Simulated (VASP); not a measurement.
# Ag (Fm-3m) in VASP: a series of runs, part 2 of 2

VASP 6.6.1. Earlier steps stand in the parts before.

## Step 3: Relaxation of cell and atoms, PBEsol

This run uses another cell than the first one, of 17.05 Å³/atom, 1.023 times its volume.

The input, INCAR:

```
  PREC = Accurate
  ENCUT = 500
  EDIFF = 1E-7
  ISMEAR = -1
  SIGMA = 0.1
  LREAL = False
  LASPH = True
  NELM = 120
  ALGO = Normal
  ISIF = 3
  LWAVE = False
  LCHARG = False
  GGA = PS
  IBRION = 2
  NSW = 100
  EDIFFG = -0.002
  GGA_COMPAT = False
  NELMIN = 4
```

The input, KPOINTS:

```
Automatic mesh
0
Gamma
  14 14 14
```

The input, POSCAR:

```
Ag
1.0
    2.0427500000      2.0427500000      0.0000000000
   -2.0427500000      2.0427500000      0.0000000000
    0.0000000000      2.0427500000      2.0427500000
Ag
1
Direct
    0.0000000000      0.0000000000      0.0000000000
```

Potentials or basis: VASP PAW PBE potentials, release 64 (Ag).

Command:

```sh
$ cat potpaw_PBE.64/Ag/POTCAR > POTCAR
$ mpirun -np 1 vasp_std > vasp.out
```

OUTCAR:

```text
PREC = Accurate
   ENCUT = 500
   EDIFF = 1E-7
   ISMEAR = -1
   LREAL = False
   LASPH = True
   NELM = 120
   ISIF = 3
   GGA = PS
   IBRION = 2
   NSW = 100
   EDIFFG = -0.002
   NELMIN = 4

 ion  position               nearest neighbor table
   1  0.000  0.000  0.000-

  LATTYP: Found a face centered cubic cell.
 ALAT       =     4.0855000000

  Lattice vectors:

 A1 = (   0.0000000000,   2.0427500000,   2.0427500000)
 A2 = (   2.0427500000,   0.0000000000,   2.0427500000)
 A3 = (   2.0427500000,   2.0427500000,   0.0000000000)

Analysis of symmetry for initial positions (statically):
=====================================================================
 Subroutine PRICEL returns:
 Original cell was already a primitive cell.

 Routine SETGRP: Setting up the symmetry group for a
 face centered cubic supercell.

 Subroutine GETGRP returns: Found 48 space group operations
 (whereof 48 operations were pure point group operations)
 out of a pool of 48 trial point group operations.

The static configuration has the point symmetry O_h .

Analysis of symmetry for dynamics (positions and initial velocities):
=====================================================================
 Subroutine PRICEL returns:
 Original cell was already a primitive cell.

 Routine SETGRP: Setting up the symmetry group for a
 face centered cubic supercell.

 Subroutine GETGRP returns: Found 48 space group operations
 (whereof 48 operations were pure point group operations)
 out of a pool of 48 trial point group operations.

The dynamic configuration has the point symmetry O_h .

 Subroutine INISYM returns: Found 48 space group operations
 (whereof 48 operations are pure point group operations),
 and found     1 'primitive' translations

----------------------------------------------------------------------------------------

                                     Primitive cell

  volume of cell :      17.0481

  direct lattice vectors                    reciprocal lattice vectors
     2.042750000  2.042750000  0.000000000     0.244768082  0.244768082 -0.244768082
    -2.042750000  2.042750000  0.000000000    -0.244768082  0.244768082 -0.244768082
     0.000000000  2.042750000  2.042750000     0.000000000  0.000000000  0.489536164

  length of vectors
     2.888884755  2.888884755  2.888884755     0.423950755  0.423950755  0.489536164

  position of ions in fractional coordinates (direct lattice)
     0.000000000  0.000000000  0.000000000

  ion indices of the primitive-cell ions
   primitive index   ion index
                 1           1

----------------------------------------------------------------------------------------

 KPOINTS: Automatic mesh

Automatic generation of k-mesh.
 Grid dimensions read from file:
 generate k-points for:   14   14   14

 Generating k-lattice:

  Cartesian coordinates                     Fractional coordinates (reciprocal lattice)
[... 21 lines left out ...]
  0.285714  0.000000  0.000000      8.000000
  0.357143  0.000000  0.000000      8.000000
[... 16 lines left out ...]
  0.214286  0.142857  0.000000     24.000000
  0.285714  0.142857  0.000000     24.000000
 [... further k-points ...]
   k-points           NKPTS =    104   k-points in BZ     NKDIM =    104   number of bands    NBANDS=      9
   number of dos      NEDOS =    301   number of ions     NIONS =      1
   total plane-waves  NPLWV =  13824
   dimension x,y,z NGX =    24 NGY =   24 NGZ =   24
   dimension x,y,z NGXF=    48 NGYF=   48 NGZF=   48
   ions per type =               1
   NGX,Y,Z   is equivalent  to a cutoff of  13.81, 13.81, 13.81 a.u.
   NGXF,Y,Z  is equivalent  to a cutoff of  27.62, 27.62, 27.62 a.u.
 SYSTEM =  unknown system
   PREC   = accura    normal or accurate (medium, high low for compatibility)
   ISTART =      0    job   : 0-new  1-cont  2-samecut
   ICHARG =      2    charge: 1-file 2-atom 10-const
   ISPIN  =      1    spin polarized calculation?
   LNONCOLLINEAR =      F non collinear calculations
   LSORBIT =      F    spin-orbit coupling
   LASPH  =      T    aspherical Exc in radial PAW
   ENCUT  =  500.0 eV  36.75 Ry    6.06 a.u.   5.27  5.27  5.27*2*pi/ulx,y,z
   NELM   =    120;   NELMIN=  4; NELMDL= -5     # of ELM steps
   EDIFF  = 0.1E-06   stopping-criterion for ELM
   LREAL  =      F    real-space projection
   EDIFFG = -.2E-02   stopping-criterion for IOM
   NSW    =    100    number of steps for IOM
   IBRION =      2    ionic relax: 0-MD 1-quasi-New 2-CG
   NFREE  =      1    steps in history (QN), initial steepest desc. (CG)
   ISIF   =      3    stress and relaxation
   ISYM   =      2    0-nonsym 1-usesym 2-fastsym
   POTIM  = 0.5000    time-step for ionic-motion
   TEBEG  =    0.0;   TEEND  =   0.0 temperature during run
   PSTRESS=    0.0 pullay stress
   NELECT =      11.0000    total number of electrons
   NUPDOWN=      -1.0000    fix difference up-down
   EMIN   =  10.00;   EMAX   =-10.00  energy-range for DOS
   EFERMI =   0.00;   METHOD = LEGACY
   ISMEAR =    -1;   SIGMA  =   0.10  broadening in eV -4-tet -1-fermi 0-gaus
   EFERMI_NEDOS =   21; number of points for ismear=-14 and -15
   IALGO  =     38    algorithm
   IMIX   =      4    mixing-type and parameters
     AMIX     =   0.40;   BMIX     =  1.00
     AMIX_MAG =   1.60;   BMIX_MAG =  1.00
  volume/ion in A,a.u.               =      17.05       115.05
  Fermi-wavevector in a.u.,A,eV,Ry     =   1.414644  2.673290 27.228221  2.001218
  Thomas-Fermi vector in A             =   2.536165
   LORBIT       =      0    0 simple, 1 ext, 2 COOP (PROOUT), +10 PAW based schemes
   GGA     = PS    functional components
   LHFCALC =     F    Hartree Fock is set to
   AEXX    =    0.0000 exact exchange contribution
   IVDW    =     0    specifies the selected vdW correction
   LEPSILON=     F    determine dielectric tensor
   LRPA    =     F    only Hartree local field effects (RPA)
 conjugate gradient relaxation of ions
 non-spin polarized calculation
  energy-cutoff  :      500.00
  volume of cell :       17.05
 maximum number of plane-waves:       444
 NGX is ok and might be reduce to    24
   NGX = 11   NGY = 11   NGZ = 11

--------------------------------------- Ionic step        1  -------------------------------------------

 number of electron      10.9999999 magnetization

 Free energy of the ion-electron system (eV)
  ---------------------------------------------------
  ext. energy  EPLUGINS =         0.00000000
  ---------------------------------------------------
  free energy    TOTEN  =        -3.30963952 eV

  energy without entropy =       -3.30049826  energy(sigma->0) =       -3.30506889

------------------------ aborting loop because EDIFF is reached ----------------------------------------

  FORCE on cell =-STRESS in cart. coord.  units (eV):
  Direction    XX          YY          ZZ          XY          YZ          ZX
  --------------------------------------------------------------------------------------
  -------------------------------------------------------------------------------------
  Total       -0.2879236     -0.2879236     -0.2879236      0.0000000      0.0000000      0.0000000
  in kB      -27.0590240    -27.0590240    -27.0590240      0.0000000      0.0000000      0.0000000
  external PRESSURE =     -27.0590240 kB  Pullay stress =       0.0000000 kB
[... 57 lines left out ...]
--------------------------------------- Ionic step        3  -------------------------------------------

 number of electron      11.0000001 magnetization

 Free energy of the ion-electron system (eV)
  ---------------------------------------------------
  ext. energy  EPLUGINS =         0.00000000
  ---------------------------------------------------
  free energy    TOTEN  =        -3.31327655 eV

  energy without entropy =       -3.30443882  energy(sigma->0) =       -3.30885768

 E-fermi :   8.5043     XC(G=0): -12.5619

 val. band max:        8.3913916200   @ k =   0.5000   0.0714   0.0000
 cond. band min:       8.5627472951   @ k =  -0.4286   0.2143   0.0714
 fundamental gap:      0.1713556751
 Fermi energy:         8.5042516672

 k-point     1 :       0.0000    0.0000    0.0000
  band No.  band energies     occupation
      1       0.5657      2.00000
      2       3.7191      2.00000
      3       3.7191      2.00000
      4       3.7191      2.00000
      5       4.8132      2.00000
      6       4.8132      2.00000
      7      24.6199      0.00000
      8      28.3406      0.00000
      9      28.3406      0.00000
[... 265 lines left out ...]
 k-point    24 :       0.2857    0.1429    0.0000
  band No.  band energies     occupation
      1       2.5677      2.00000
      2       3.6509      2.00000
      3       4.0900      2.00000
      4       4.1471      2.00000
      5       4.9071      2.00000
      6       6.7812      2.00000
      7      17.0989      0.00000
      8      21.9892      0.00000
      9      26.0452      0.00000

 [... further k-points ...]
[... 5 lines left out ...]
  --------------------------------------------------------------------------------------
  -------------------------------------------------------------------------------------
  Total       -0.0001657     -0.0001657     -0.0001657     -0.0000000     -0.0000000      0.0000000
  in kB       -0.0159594     -0.0159594     -0.0159594     -0.0000000     -0.0000000      0.0000000
  external PRESSURE =      -0.0159594 kB  Pullay stress =       0.0000000 kB
[... 16 lines left out ...]
  FREE ENERGIE OF THE ION-ELECTRON SYSTEM (eV)
  ---------------------------------------------------
  free  energy   TOTEN  =        -3.3132765490 eV

  energy  without entropy=       -3.3044388208  energy(sigma->0) =       -3.30885768

 reached required accuracy - stopping structural energy minimisation
```

CONTCAR:

```text
Ag
   1.00000000000000
     2.0259257350763646    2.0259257350763646    0.0000000000000000
    -2.0259257350763646    2.0259257350763646    0.0000000000000000
     0.0000000000000000    2.0259257350763646    2.0259257350763646
  Ag
     1
Direct
     0.0000000000000000    0.0000000000000000    0.0000000000000000

  0.00000000E+00  0.00000000E+00  0.00000000E+00
```

Run time: 16 s. Hardware: 1 thread of Intel Xeon 6975P-C (Granite Rapids), shared host; peak memory 0.16 GiB.

Results:

```yaml
Free_energy: -3.3133 eV
Relaxed_volume: 16.63 Å³/atom
Relaxed_cell: a = 2.865 Å, b = 2.865 Å, c = 2.865 Å, α = 60.00°, β = 60.00°, γ = 90.00°
Space_group_after_relaxing_to_0.05_Å: Fm-3m (No. 225)
Energy_gained_by_relaxing: 3.6 meV/atom
Ionic_steps: 3
Pressure_after_relaxing: 0.0 GPa
```

The path:
| step | energy change (eV) | largest force (eV/Å) | pressure (GPa) | volume (Å³) |
| --- | --- | --- | --- | --- |
| 1 | 0.0000 | 0.0000 | -2.71 | 17.05 |
| 2 | -0.0018 | 0.0000 | 2.13 | 16.35 |
| 3 | -0.0036 | 0.0000 | 0.00 | 16.63 |

Final structure:
```xyz
1
Lattice="2.0259 2.0259 0.0000 -2.0259 2.0259 0.0000 0.0000 2.0259 2.0259" Properties=species:S:1:pos:R:3 pbc="T T T"
Ag    0.0000    0.0000    0.0000
```

Caveat: the PAW data sets were made with another functional, which shifts forces and pressure a little.
